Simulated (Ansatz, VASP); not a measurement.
# Two plane-wave programs on Zn4SO3

```
Zn S O
1.0
     3.42370    0.00000    0.00000
    -1.71185    2.96501    0.00000
     0.00000    0.00000   11.10118
Zn S O
4 1 3
Cartesian
  1.7118 0.9883 0.3558
  1.7118 0.9883 5.4593
  0.0000 0.0000 2.9091
  0.0000 0.0000 8.0294
  0.0000 0.0000 10.3864
  1.7118 0.9883 2.3449
  1.7118 0.9883 7.4605
  0.0000 0.0000 4.9060
```

Alike in both runs: functional PBE; k mesh 12 × 12 × 4; occupations gaussian, width 0.1 eV; no spin polarisation.

Ansatz relaxed the structure, and its values are those at the end. VASP's run is a single point on that final structure, the one shown.

```csv
,VASP,Ansatz
version,VASP 6.6.1,Ansatz 0.2.0
potentials or method,"VASP PAW PBE potentials, release 64 (Zn, S, O), cutoff 520 eV","scalar-relativistic, plane waves, PAW"
valence electrons in the cell,72,72
```

|  | VASP | Ansatz | Ansatz less VASP |
| --- | --- | --- | --- |
| gap on the k mesh at the Fermi level (eV) | none | none | - |
| pressure (GPa) | 0.6 | 0.0 | -0.56 |
| rms of the force components (eV/Å) | 0.014 | 0.001 | -0.0129 |

A gap of «none» marks a metal or a gap that the smearing closes.
